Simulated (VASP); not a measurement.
# Al: single point with PBE

System: Al, a slab with vacuum.

```
Al
1.0
     5.71352    0.00000    0.00000
    -2.85676    4.94805    0.00000
     0.00000    0.00000   22.60138
Al
12
Direct
  0.33333 0.16667 0.17698
  0.33333 0.66667 0.17698
  0.83333 0.16667 0.17698
  0.83333 0.66667 0.17698
  0.16667 0.33333 0.27878
  0.16667 0.83333 0.27878
  0.66667 0.33333 0.27878
  0.66667 0.83333 0.27878
  0.00000 0.00000 0.38057
  0.00000 0.50000 0.38057
  0.50000 0.00000 0.38057
  0.50000 0.50000 0.38057
```

* Program: VASP 6.6.1
* Task: single point
* Functional: PBE
* Potentials or basis: VASP PAW PBE potentials, release 64 (Al)
* Cutoff: 400 eV
* k mesh: 6 × 6 × 1
* Occupations: gaussian, width 0.1 eV
* Spin: no spin polarisation
* Dipole correction: yes
* Further INCAR settings: ALGO = Normal; EDIFF = 1e-06; NBANDS = 30; NELMDL = -8

```yaml
Largest_force: 0.004 eV/Å
Band_gap_on_the_k_mesh: zero (bands 18 and 19 overlap by 1.02 eV)
```

Forces on the atoms (eV/Å):
```
Al   0.000  0.000  0.004
Al   0.000  0.000  0.004
Al   0.000  0.000  0.004
Al   0.000  0.000  0.004
Al   0.000  0.000  0.000
Al   0.000  0.000  0.000
Al   0.000  0.000  0.000
Al   0.000  0.000  0.000
Al   0.000  0.000 -0.004
Al   0.000  0.000 -0.004
Al   0.000  0.000 -0.004
Al   0.000  0.000 -0.004
```

Levels at points of the mesh, in eV from the Fermi level:
| k point | band 14 | band 15 | band 16 | band 17 | band 18 | band 19 | band 20 | band 21 | band 22 | band 23 |
| --- | --- | --- | --- | --- | --- | --- | --- | --- | --- | --- |
| (0.00, 0.00, 0.00) | -2.74 | -2.74 | -2.74 | -0.39 | -0.39 | -0.39 | -0.15 | -0.15 | -0.15 | 0.50 |
| (0.50, 0.00, 0.00) | -1.64 | -0.49 | -0.49 | -0.22 | -0.22 | 0.94 | 0.94 | 1.32 | 1.32 | 1.65 |

It took 3.3 min on 1 thread of AMD EPYC 7R43 64-Core Processor (Zen 3), on a shared host, peak memory 0.46 GiB.
